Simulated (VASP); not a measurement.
Here is a VASP 6.6.1 calculation.

File INCAR:

```
SYSTEM = Zn3Se2S
PREC = Accurate
ENCUT = 520
EDIFF = 1E-6
ISMEAR = 0
SIGMA = 0.1
LREAL = .FALSE.
LASPH = .TRUE.
NELM = 100
ALGO = Normal
ISIF = 2
LWAVE = .FALSE.
LCHARG = .FALSE.
GGA = PE
NBANDS = 36
```

KPOINTS

```
Automatic mesh
0
G
  6 6 6
  0 0 0
```

Contents of POSCAR:

```
Zn3Se2S
1.0
   -1.9928331000      1.9928331000      8.4518954000
    1.9928331000     -1.9928331000      8.4518954000
    1.9928331000      1.9928331000     -8.4518954000
Zn Se S
3 2 1
Direct
    0.8275020000      0.8275020000      0.0000000000
    0.5000000000      0.5000000000      0.0000000000
    0.1724980000      0.1724980000      0.0000000000
    0.5862100000      0.0862100000      0.5000000000
    0.9137900000      0.4137900000      0.5000000000
    0.2500000000      0.7500000000      0.5000000000
```

Potentials or basis: VASP PAW PBE potentials, release 64 (Zn, Se, S).

Run with:

```bash
$ cat potpaw_PBE.64/Zn/POTCAR potpaw_PBE.64/Se/POTCAR potpaw_PBE.64/S/POTCAR > POTCAR
$ mpirun -np 1 vasp_std > vasp.out
```

Q: Predict the largest force.

A: 0.004 eV/Å.

Q: Estimate the pressure.

A: 0.2 GPa.

Forces in eV/Å, atoms in the order of the input:
```
Zn   0.000  0.000 -0.004
Zn   0.000  0.000  0.000
Zn   0.000  0.000  0.004
Se   0.000  0.000  0.002
Se   0.000  0.000 -0.002
S    0.000  0.000  0.000
```
